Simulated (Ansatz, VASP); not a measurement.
## One calculation of Re, two programs

```xyz
3
Lattice="1.3885 0.8017 6.7209 -1.3885 0.8017 6.7209 0.0000 -1.6033 6.7209" Properties=species:S:1:pos:R:3 pbc="T T T"
Re    0.0000    0.0000    0.0000
Re    0.0000    0.0000    4.4796
Re    0.0000    0.0000   15.6830
```

Change from the starting cell: volume scaled by 1.01, PAW files.

Alike in both runs: task electric field gradients; functional PBEsol; k mesh 15 × 15 × 15; occupations fermi-dirac, width 0.05 eV; no spin polarisation.

|  | VASP | Ansatz |
| --- | --- | --- |
| version | VASP 6.6.1 | Ansatz 0.2.0 |
| potentials or method | VASP PAW PBE potentials, release 64 (Re) | PAW with Ansatz's default frozen-core files, scalar-relativistic |
| plane-wave cutoff (eV) | 520 | 420 |
| valence electrons in the cell | 21 | 45 |

Ansatz gave:

```
pressure (GPa)                                                : -10.0
traceless stress, the component that is largest in VASP (GPa) : -0.63
rms of the force components (eV/Å)                            : 0.009
size of Vzz on the site where it differs most (V/Å²)          : 21.8
```

Q: What did VASP give for the same quantities?

A: Pressure (GPa): -10.3; traceless stress, the component that is largest in VASP (GPa): -0.69; rms of the force components (eV/Å): 0.010; size of Vzz on the site where it differs most (V/Å²): 35.8.

VASP's potentials were made for PBE, not for PBEsol. Atom by atom the forces differ by 0.001 eV/Å (rms over components). VASP's potentials hold 21 valence electrons a cell and Ansatz's 45, so a difference there can come from the potentials and not from the codes.

Neither program's run includes spin-orbit coupling.
